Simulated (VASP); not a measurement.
# Ti5Si: single point with PBE

Ti5Si:

```xyz
6
Lattice="2.5019 1.4445 4.4114 -2.5019 1.4445 4.4114 0.0000 -2.8889 4.4114" Properties=species:S:1:pos:R:3 pbc="T T T"
Ti    0.0000    0.0000    2.0014
Ti    0.5266    1.4445    4.4114
Ti   -1.5142   -0.2662    4.4114
Ti    0.0000    0.0000   11.2328
Ti    0.9877   -1.1782    4.4114
Si    0.0000    0.0000    6.6171
```

* Program: VASP 6.6.1
* Task: single point
* Functional: PBE
* Potentials or basis: VASP PAW PBE potentials, release 64 (Ti_sv, Si)
* Cutoff: 520 eV
* k mesh: 12 × 12 × 12
* Occupations: gaussian, width 0.1 eV
* Spin: no spin polarisation

- Pressure: 3.1 GPa
- Largest force: 0.008 eV/Å
- Band gap on the k mesh: zero (bands 32 and 33 overlap by 0.60 eV)

Forces in eV/Å, atoms in the order of the input:
```
Ti   0.000  0.000  0.008
Ti   0.000  0.000  0.000
Ti   0.000  0.000  0.000
Ti   0.000  0.000 -0.008
Ti   0.000  0.000  0.000
Si   0.000  0.000  0.000
```

Levels at points of the mesh, in eV from the Fermi level:
| k point | band 28 | band 29 | band 30 | band 31 | band 32 | band 33 | band 34 | band 35 | band 36 | band 37 |
| --- | --- | --- | --- | --- | --- | --- | --- | --- | --- | --- |
| (0.00, 0.00, 0.00) | -1.11 | -0.91 | -0.91 | -0.74 | -0.09 | -0.05 | -0.05 | 1.09 | 1.09 | 1.45 |
| (0.50, 0.00, 0.00) | -1.57 | -1.12 | -0.76 | -0.53 | 0.37 | 0.57 | 0.59 | 0.74 | 0.76 | 1.12 |
| (0.50, 0.50, 0.00) | -1.47 | -1.34 | -0.58 | -0.37 | -0.12 | -0.07 | 0.65 | 0.73 | 1.01 | 1.45 |
| (0.50, 0.50, 0.50) | -1.48 | -0.77 | -0.58 | -0.58 | -0.17 | 0.26 | 0.26 | 0.90 | 1.31 | 1.31 |

Run time: 22 min on 1 thread of Intel(R) Xeon(R) 6975P-C (Granite Rapids), with other jobs on the host, peak memory 0.65 GiB.

Caveat: the cell stands under pressure.
